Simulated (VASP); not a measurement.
Write the native input for VASP 6.6.1 that does the following.

- Task: single point
- Functional: PBEsol
- Potentials or basis: VASP PAW PBE potentials, release 64 (Zn, O)
- Cutoff: 520 eV
- k mesh: 9 × 9 × 5
- Occupations: fermi-dirac, width 0.05 eV
- Spin: no spin polarisation
- Dipole correction: no
- Further INCAR settings: ALGO = Normal; EDIFF = 1e-06; NBANDS = 26

The structure of ZnO lies in POSCAR:

```
ZnO
1.0
    3.2296542954      0.0000000000      0.0000000000
   -1.6148271477      2.7969626652      0.0000000000
    0.0000000000      0.0000000000      5.2123106727
Zn O
2 2
Direct
    0.6666666667      0.3333333333      0.0000043966
    0.3333333333      0.6666666667      0.5000043966
    0.3333333333      0.6666666667      0.8790056034
    0.6666666667      0.3333333333      0.3790056034
```

These files were run (other wordings do the same):

INCAR

```
SYSTEM = ZnO
PREC     = Accurate       ! precision mode
ENCUT    = 520            ! plane-wave cutoff, eV
EDIFF    = 1E-6           ! SCF threshold, eV
ISMEAR   = -1             ! smearing method
SIGMA    = 0.05           ! smearing width, eV
LREAL    = .False.        ! projectors in reciprocal space
LASPH    = .True.         ! aspherical terms in the spheres
NELM     = 100            ! most SCF steps
ALGO     = Normal         ! electronic algorithm
ISIF     = 2              ! what is computed and relaxed
LWAVE    = .False.        ! write WAVECAR
LCHARG   = .False.        ! write CHGCAR
GGA      = PS             ! functional
NBANDS   = 26             ! bands
```

KPOINTS

```
Automatic mesh
0
Gamma
  9 9 5
  0 0 0
```

Potentials or basis: VASP PAW PBE potentials, release 64 (Zn, O).

Command:

```bash
$ cat potpaw_PBE.64/Zn/POTCAR potpaw_PBE.64/O/POTCAR > POTCAR
$ mpirun -np 1 vasp_std > vasp.out
```

Results of the run:

The pressure is 0.8 GPa and the band gap on the k mesh is 0.69 eV.

Caveat: the PAW data sets were made with another functional, which shifts forces and pressure a little.

Run time: 16 s on 1 thread of Intel(R) Xeon(R) 6975P-C (Granite Rapids), with other jobs on the host, peak memory 0.17 GiB.
